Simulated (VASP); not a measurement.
Here is a VASP 6.6.1 calculation.

File INCAR:

```
SYSTEM = SrO
PREC = Accurate
ENCUT = 520
EDIFF = 1E-6
ISMEAR = 0
SIGMA = 0.01
LREAL = .False.
LASPH = .True.
NELM = 60
ALGO = Normal
ISIF = 2
LWAVE = .False.
LCHARG = .False.
GGA = PE
NBANDS = 15
```

Contents of KPOINTS:

```
Automatic mesh
0
Gamma
  6 6 6
  0 0 0
```

The input POSCAR:

```
SrO
1.0
    3.1028650671      0.0000000000      0.0000000000
    0.0000000000      3.1028650671      0.0000000000
    0.0000000000      0.0000000000      3.1028650671
Sr O
1 1
Direct
    0.0000000000      0.0000000000      0.0000000000
    0.5000000000      0.5000000000      0.5000000000
```

Potentials or basis: VASP PAW PBE potentials, release 64 (Sr_sv, O).

Launch:

```console
$ cat potpaw_PBE.64/Sr_sv/POTCAR potpaw_PBE.64/O/POTCAR > POTCAR
$ mpirun -np 1 vasp_std > vasp.out
```

(1) Predict the band gap on the k mesh.

(2) Estimate the pressure.

Results:

(1) 2.75 eV, indirect (least direct gap 2.81 eV).

(2) 3.6 GPa.
